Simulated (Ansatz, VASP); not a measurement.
## One calculation of W, two programs

The input INCAR:

```
SYSTEM = W
PREC     = Accurate       ! precision mode
ENCUT    = 500            ! plane-wave cutoff, eV
EDIFF    = 1E-6           ! SCF threshold, eV
ISMEAR   = 0              ! smearing method
SIGMA    = 0.15           ! smearing width, eV
LREAL    = .False.        ! projectors in reciprocal space
LASPH    = .True.         ! aspherical terms in the spheres
NELM     = 120            ! most SCF steps
ALGO     = Normal         ! electronic algorithm
ISIF     = 2              ! what is computed and relaxed
LWAVE    = .False.        ! write WAVECAR
LCHARG   = .False.        ! write CHGCAR
GGA      = PE             ! functional
NBANDS   = 13             ! bands
GGA_COMPAT= .False.
```

Contents of KPOINTS:

```
Automatic mesh
0
Gamma
  26 26 26
  0 0 0
```

Contents of POSCAR:

```
W
1.0
   -1.5917793224      1.5838204258      1.5838204258
    1.5917793224     -1.5997382190      1.5997382190
    1.5917793224      1.5997382190     -1.5997382190
W
1
Direct
    0.0000000000      0.0000000000      0.0000000000
```

Input for Ansatz:

```yaml
crystal:
  lattice:
    - [-1.5917793224, 1.5838204258, 1.5838204258]
    - [1.5917793224, -1.599738219, 1.599738219]
    - [1.5917793224, 1.599738219, -1.599738219]
  atoms:
    - { symbol: W, position: [0.0, 0.0, 0.0] }
basis:
  ecutwfc: 420
kpoints:
  mp_grid: { grid: [26, 26, 26] }
hamiltonian:
  xc: pbe
scf:
  occupations: { method: gaussian, width: 0.15 }
output:
  forces: true
  stress: true
  eigenvalues: true
```

Change from the starting cell: strain -0.0100 x Voigt [0, 0, 0, 1, 0, 0], atoms carried along.

Alike in both runs: task single point; functional PBE; k mesh 26 × 26 × 26; occupations gaussian, width 0.15 eV; no spin polarisation.

```csv
,VASP,Ansatz
version,VASP 6.6.1,Ansatz 0.2.0
potentials or method,"VASP PAW PBE potentials, release 64 (W_sv), cutoff 500 eV","scalar-relativistic, plane waves, PAW"
valence electrons in the cell,14,14
```

Ansatz gave:

| Property | Result |
| --- | --- |
| gap on the k mesh at the Fermi level (eV) | none |
| pressure (GPa) | 0.0 |
| traceless stress, the component that is largest in VASP (GPa) | 1.43 |

Q: What did VASP give for the same quantities?

A: gap on the k mesh at the Fermi level (eV): none; pressure (GPa): 0.5; traceless stress, the component that is largest in VASP (GPa): 1.45.

A gap of «none» marks a metal or a gap that the smearing closes. With one functional, cell and mesh, what is left measures potentials, basis and numerics.

Neither program's run includes spin-orbit coupling.
